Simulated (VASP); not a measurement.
# HfH3Cl (Cmcm) in VASP: single point with PBE

Aim: the single point of HfH3Cl with PBE.

All numbers are computed with VASP 6.6.1; they aren't measurements. Logs are shortened: lines on timing, memory, paths and dates and some standing lists are left out, and cuts for length are marked.

## Step 1: The cell of the first run

It takes space group Cmcm (No. 63, orthorhombic). Conventional cell: a = 3.408 Å, b = 12.123 Å, c = 7.032 Å, α = 90.00°, β = 90.00°, γ = 90.00°. Hf (site symmetry 2/m) has 6 H at 2.01 to 2.02 Å and 2 Cl at 2.53 Å within 2.7 Å. H (site symmetry m2m) has 2 Hf at 2.02 Å and 4 H at 2.13 Å within 2.7 Å. Within 2.7 Å of H (site symmetry m) lie 2 Hf at 2.01 Å and 4 H at 2.13 to 2.55 Å. Within 3.3 Å of Cl (site symmetry m2m) lie 2 Hf at 2.53 Å and 5 H at 2.80 to 2.95 Å.

## Step 2: Single point, PBE

INCAR reads:

```
PREC = Accurate
ENCUT = 520
EDIFF = 1E-6
ISMEAR = 0
SIGMA = 0.15
LREAL = False
LASPH = True
NELM = 80
ALGO = Normal
ISIF = 2
LWAVE = False
LCHARG = True
GGA = PE
LELF = True
LVHAR = True
NBANDS = 31
```

KPOINTS reads:

```
Automatic mesh
0
Gamma
  4 4 2
```

POSCAR reads:

```
HfH3Cl
1.0
    1.7041890481     -6.0614931858      0.0000000000
    1.7041890481      6.0614931858      0.0000000000
    0.0000000000      0.0000000000      7.0321334743
Hf H Cl
2 6 2
Direct
    0.0000000000      0.0000000000      0.5000000000
    0.0000000000      0.0000000000      0.0000000000
    0.9187347445      0.0812652555      0.2500000000
    0.0812652555      0.9187347445      0.7500000000
    0.5781458792      0.4218541208      0.5687932883
    0.4218541208      0.5781458792      1.0687932883
    0.5781458792      0.4218541208     -0.0687932883
    0.4218541208      0.5781458792      0.4312067117
    0.1499318034      0.8500681966      0.2500000000
    0.8500681966      0.1499318034      0.7500000000
```

Potentials or basis: VASP PAW PBE potentials, release 64 (Hf_pv, H, Cl).

Command:

```console
> cat potpaw_PBE.64/Hf_pv/POTCAR potpaw_PBE.64/H/POTCAR potpaw_PBE.64/Cl/POTCAR > POTCAR
> mpirun -np 1 vasp_std > vasp.out
```

OUTCAR:

```text
PREC = Accurate
   ENCUT = 520
   EDIFF = 1E-6
   ISMEAR = 0
   LREAL = False
   LASPH = True
   NELM = 80
   ISIF = 2
   GGA = PE

 ion  position               nearest neighbor table
   1  0.000  0.000  0.500-   5 2.01   8 2.01   5 2.01   8 2.01   3 2.02   4 2.02   9 2.53  10 2.53
                             2 3.52   2 3.52
   2  0.000  0.000  0.000-   7 2.01   6 2.01   7 2.01   6 2.01   3 2.02   4 2.02   9 2.53  10 2.53
                             1 3.52   1 3.52
   3  0.919  0.081  0.250-   1 2.02   2 2.02
   4  0.081  0.919  0.750-   1 2.02   2 2.02
   5  0.578  0.422  0.569-   1 2.01   1 2.01
   6  0.422  0.578  0.069-   2 2.01   2 2.01
   7  0.578  0.422  0.931-   2 2.01   2 2.01
   8  0.422  0.578  0.431-   1 2.01   1 2.01
   9  0.150  0.850  0.250-   1 2.53   2 2.53
  10  0.850  0.150  0.750-   1 2.53   2 2.53

  LATTYP: Found a base centered orthorhombic cell.
 ALAT       =     3.4083780962
 B/A-ratio  =     3.5568197041
 C/A-ratio  =     2.0631905486

  Lattice vectors:

 A1 = (   1.7041890481,  -6.0614931858,   0.0000000000)
 A2 = (   1.7041890481,   6.0614931858,   0.0000000000)
 A3 = (   0.0000000000,   0.0000000000,   7.0321334743)

Analysis of symmetry for initial positions (statically):
=====================================================================
 Subroutine PRICEL returns:
 Original cell was already a primitive cell.

 Routine SETGRP: Setting up the symmetry group for a
 base centered orthorhombic supercell.

 Subroutine GETGRP returns: Found  8 space group operations
 (whereof  4 operations were pure point group operations)
 out of a pool of  8 trial point group operations.

The static configuration has the point symmetry C_2h.
 The point group associated with its full space group is D_2h.

Analysis of symmetry for dynamics (positions and initial velocities):
=====================================================================
 Subroutine PRICEL returns:
 Original cell was already a primitive cell.

 Routine SETGRP: Setting up the symmetry group for a
 base centered orthorhombic supercell.

 Subroutine GETGRP returns: Found  8 space group operations
 (whereof  4 operations were pure point group operations)
 out of a pool of  8 trial point group operations.

The dynamic configuration has the point symmetry C_2h.
 The point group associated with its full space group is D_2h.

 Subroutine INISYM returns: Found  8 space group operations
 (whereof  4 operations are pure point group operations),
 and found     1 'primitive' translations

----------------------------------------------------------------------------------------

                                     Primitive cell

  volume of cell :     145.2829

  direct lattice vectors                    reciprocal lattice vectors
     1.704189048 -6.061493186  0.000000000     0.293394680 -0.082487926  0.000000000
     1.704189048  6.061493186  0.000000000     0.293394680  0.082487926  0.000000000
     0.000000000  0.000000000  7.032133474     0.000000000  0.000000000  0.142204354

  length of vectors
     6.296503788  6.296503788  7.032133474     0.304769907  0.304769907  0.142204354

  position of ions in fractional coordinates (direct lattice)
     0.000000000  0.000000000  0.500000000
     0.000000000  0.000000000  0.000000000
     0.918734745  0.081265255  0.250000000
     0.081265255  0.918734745  0.750000000
     0.578145879  0.421854121  0.568793288
     0.421854121  0.578145879  0.068793288
     0.578145879  0.421854121  0.931206712
     0.421854121  0.578145879  0.431206712
     0.149931803  0.850068197  0.250000000
     0.850068197  0.149931803  0.750000000

  ion indices of the primitive-cell ions
   primitive index   ion index
                 1           1
                 2           2
                 3           3
                 4           4
                 5           5
                 6           6
                 7           7
                 8           8
                 9           9
                10          10

----------------------------------------------------------------------------------------

 KPOINTS: Automatic mesh

Automatic generation of k-mesh.
 Grid dimensions read from file:
 generate k-points for:    4    4    2

 Generating k-lattice:

  Cartesian coordinates                     Fractional coordinates (reciprocal lattice)
     0.073348670 -0.020621981  0.000000000     0.250000000  0.000000000  0.000000000
     0.073348670  0.020621981  0.000000000     0.000000000  0.250000000  0.000000000
     0.000000000  0.000000000  0.071102177     0.000000000  0.000000000  0.500000000

  Length of vectors
     0.076192477  0.076192477  0.071102177

  Shift w.r.t. Gamma in fractional coordinates (k-lattice)
     0.000000000  0.000000000  0.000000000

 Subroutine IBZKPT returns following result:
 ===========================================

 Found     14 irreducible k-points:

 Following reciprocal coordinates:
            Coordinates               Weight
  0.000000  0.000000  0.000000      1.000000
  0.250000  0.000000  0.000000      4.000000
  0.500000  0.000000  0.000000      2.000000
  0.250000  0.250000  0.000000      2.000000
  0.500000  0.250000  0.000000      4.000000
 -0.250000  0.250000  0.000000      2.000000
  0.500000  0.500000  0.000000      1.000000
  0.000000  0.000000  0.500000      1.000000
  0.250000  0.000000  0.500000      4.000000
  0.500000  0.000000  0.500000      2.000000
  0.250000  0.250000  0.500000      2.000000
  0.500000  0.250000  0.500000      4.000000
 -0.250000  0.250000  0.500000      2.000000
  0.500000  0.500000  0.500000      1.000000
   k-points           NKPTS =     14   k-points in BZ     NKDIM =     14   number of bands    NBANDS=     31
   number of dos      NEDOS =    301   number of ions     NIONS =     10
   total plane-waves  NPLWV = 124416
   dimension x,y,z NGX =    48 NGY =   48 NGZ =   54
   dimension x,y,z NGXF=    96 NGYF=   96 NGZF=  108
   ions per type =               2   6   2
   NGX,Y,Z   is equivalent  to a cutoff of  12.67, 12.67, 12.77 a.u.
   NGXF,Y,Z  is equivalent  to a cutoff of  25.35, 25.35, 25.53 a.u.
 SYSTEM =  unknown system
   PREC   = accura    normal or accurate (medium, high low for compatibility)
   ISTART =      0    job   : 0-new  1-cont  2-samecut
   ICHARG =      2    charge: 1-file 2-atom 10-const
   ISPIN  =      1    spin polarized calculation?
   LNONCOLLINEAR =      F non collinear calculations
   LSORBIT =      F    spin-orbit coupling
   LASPH  =      T    aspherical Exc in radial PAW
   ENCUT  =  520.0 eV  38.22 Ry    6.18 a.u.  11.71 11.71 13.08*2*pi/ulx,y,z
   NELM   =     80;   NELMIN=  2; NELMDL= -5     # of ELM steps
   EDIFF  = 0.1E-05   stopping-criterion for ELM
   LREAL  =      F    real-space projection
   EDIFFG = 0.1E-04   stopping-criterion for IOM
   NSW    =      0    number of steps for IOM
   IBRION =     -1    ionic relax: 0-MD 1-quasi-New 2-CG
   NFREE  =      0    steps in history (QN), initial steepest desc. (CG)
   ISIF   =      2    stress and relaxation
   ISYM   =      2    0-nonsym 1-usesym 2-fastsym
   POTIM  = 0.5000    time-step for ionic-motion
   TEBEG  =    0.0;   TEEND  =   0.0 temperature during run
   PSTRESS=    0.0 pullay stress
   NELECT =      40.0000    total number of electrons
   NUPDOWN=      -1.0000    fix difference up-down
   EMIN   =  10.00;   EMAX   =-10.00  energy-range for DOS
   EFERMI =   0.00;   METHOD = LEGACY
   ISMEAR =     0;   SIGMA  =   0.15  broadening in eV -4-tet -1-fermi 0-gaus
   EFERMI_NEDOS =   21; number of points for ismear=-14 and -15
   IALGO  =     38    algorithm
   IMIX   =      4    mixing-type and parameters
     AMIX     =   0.40;   BMIX     =  1.00
     AMIX_MAG =   1.60;   BMIX_MAG =  1.00
  volume/ion in A,a.u.               =      14.53        98.04
  Fermi-wavevector in a.u.,A,eV,Ry     =   1.065017  2.012591 15.432569  1.134262
  Thomas-Fermi vector in A             =   2.200555
   LORBIT       =      0    0 simple, 1 ext, 2 COOP (PROOUT), +10 PAW based schemes
   GGA     = PE    functional components
   LHFCALC =     F    Hartree Fock is set to
   AEXX    =    0.0000 exact exchange contribution
   IVDW    =     0    specifies the selected vdW correction
   LEPSILON=     F    determine dielectric tensor
   LRPA    =     F    only Hartree local field effects (RPA)
 non-spin polarized calculation
 Gauss-broadening in eV      SIGMA  =   0.15
  energy-cutoff  :      520.00
  volume of cell :      145.28
 maximum number of plane-waves:      3943
 NGX is ok and might be reduce to    48
   NGX = 23   NGY = 23   NGZ = 27

 number of electron      40.0000000 magnetization

 Free energy of the ion-electron system (eV)
  ---------------------------------------------------
  ext. energy  EPLUGINS =         0.00000000
  ---------------------------------------------------
  free energy    TOTEN  =       -48.26512502 eV

  energy without entropy =      -48.24517038  energy(sigma->0) =      -48.25514770

 E-fermi :   1.9373     XC(G=0):  -8.4742

 val. band max:        1.8625825534   @ k =  -0.2500   0.2500   0.0000
 cond. band min:       1.9872209669   @ k =   0.0000   0.0000   0.0000
 fundamental gap:      0.1246384135
 Fermi energy:         1.9373257285

 k-point     1 :       0.0000    0.0000    0.0000
  band No.  band energies     occupation
      1     -30.2393      2.00000
      2     -30.1296      2.00000
      3     -29.8090      2.00000
      4     -29.6994      2.00000
      5     -29.6140      2.00000
      6     -29.6020      2.00000
[... 23 lines left out ...]
     30       6.9171      0.00000
     31       8.7057      0.00000

 k-point     2 :       0.2500    0.0000    0.0000
  band No.  band energies     occupation
      1     -30.2287      2.00000
      2     -30.1197      2.00000
      3     -29.7930      2.00000
      4     -29.7346      2.00000
      5     -29.7203      2.00000
      6     -29.6857      2.00000
[... 400 lines left out ...]
 k-point    14 :       0.5000    0.5000    0.5000
  band No.  band energies     occupation
      1     -30.1814      2.00000
      2     -30.1814      2.00000
      3     -29.7583      2.00000
      4     -29.7583      2.00000
      5     -29.6080      2.00000
      6     -29.6080      2.00000
[... 23 lines left out ...]
     30       7.5129      0.00000
     31       7.7359      0.00000

------------------------ aborting loop because EDIFF is reached ----------------------------------------

  FORCE on cell =-STRESS in cart. coord.  units (eV):
  Direction    XX          YY          ZZ          XY          YZ          ZX
  --------------------------------------------------------------------------------------
  -------------------------------------------------------------------------------------
  Total       -0.2680970     -0.3773499     -0.5517143      0.0000000     -0.0000000      0.0000000
  in kB       -2.9565692     -4.1614085     -6.0842965      0.0000000     -0.0000000      0.0000000
  external PRESSURE =      -4.4007581 kB  Pullay stress =       0.0000000 kB

 VOLUME and BASIS-vectors are now :
 -----------------------------------------------------------------------------
  energy-cutoff  :      520.00
  volume of cell :      145.28
      direct lattice vectors                 reciprocal lattice vectors
     1.704189048 -6.061493186  0.000000000     0.293394680 -0.082487926  0.000000000
     1.704189048  6.061493186  0.000000000     0.293394680  0.082487926  0.000000000
     0.000000000  0.000000000  7.032133474     0.000000000  0.000000000  0.142204354

 POSITION                                       TOTAL-FORCE (eV/Angst)
 -----------------------------------------------------------------------------------
      0.00000      0.00000      3.51607        -0.000000      0.000000     -0.000000
      0.00000      0.00000      0.00000         0.000000      0.000000     -0.000000
      1.70419     -5.07632      1.75803        -0.000000     -0.026745     -0.000000
      1.70419      5.07632      5.27410        -0.000000      0.026745     -0.000000
      1.70419     -0.94736      3.99983        -0.000000      0.015636     -0.011625
      1.70419      0.94736      0.48376        -0.000000     -0.015636     -0.011625
      1.70419     -0.94736      6.54837        -0.000000      0.015636      0.011625
      1.70419      0.94736      3.03230        -0.000000     -0.015636      0.011625
      1.70419      4.24387      1.75803        -0.000000      0.098707     -0.000000
      1.70419     -4.24387      5.27410        -0.000000     -0.098707     -0.000000
 -----------------------------------------------------------------------------------
    total drift:                               -0.000000      0.000000      0.000000

  FREE ENERGIE OF THE ION-ELECTRON SYSTEM (eV)
  ---------------------------------------------------
  free  energy   TOTEN  =       -48.2651250166 eV

  energy  without entropy=      -48.2451703802  energy(sigma->0) =      -48.25514770
```

Run time: 56 s. Hardware: 1 thread of Intel Xeon 6975P-C (Granite Rapids), shared host; peak memory 0.36 GiB.

What came out:

```
Free energy   : -48.2651 eV
Pressure      : -0.4 GPa
Largest force : 0.099 eV/Å
```

Forces in eV/Å, atoms in the order of the input:
```
Hf   0.000  0.000  0.000
Hf   0.000  0.000  0.000
H    0.000 -0.027  0.000
H    0.000  0.027  0.000
H    0.000  0.016 -0.012
H    0.000 -0.016 -0.012
H    0.000  0.016  0.012
H    0.000 -0.016  0.012
Cl   0.000  0.099  0.000
Cl   0.000 -0.099  0.000
```

Stress tensor (GPa, compression positive):
```
-0.30  0.00  0.00
 0.00 -0.42  0.00
 0.00  0.00 -0.61
```

Levels at points of the mesh, in eV from the Fermi level:
| k point | band 18 | band 19 | band 20 | band 21 | band 22 | band 23 |
| --- | --- | --- | --- | --- | --- | --- |
| (0.00, 0.00, 0.00) | -3.46 | -0.85 | 0.05 | 0.82 | 0.93 | 1.58 |
| (0.50, 0.00, 0.00) | -3.34 | -2.95 | -2.30 | 0.08 | 0.54 | 0.78 |
| (0.50, 0.50, 0.00) | -3.49 | -0.77 | -0.22 | 0.66 | 1.12 | 1.60 |
| (0.00, 0.00, 0.50) | -3.62 | -0.84 | -0.84 | 1.04 | 1.04 | 2.01 |
| (0.50, 0.00, 0.50) | -3.79 | -2.73 | -2.73 | 0.18 | 0.18 | 1.33 |
| (0.50, 0.50, 0.50) | -3.62 | -0.84 | -0.84 | 0.70 | 0.70 | 2.01 |

Caveat: the k points lie up to 0.48 Å⁻¹ apart; spin-orbit coupling is left out, which moves the levels of the heavy elements.
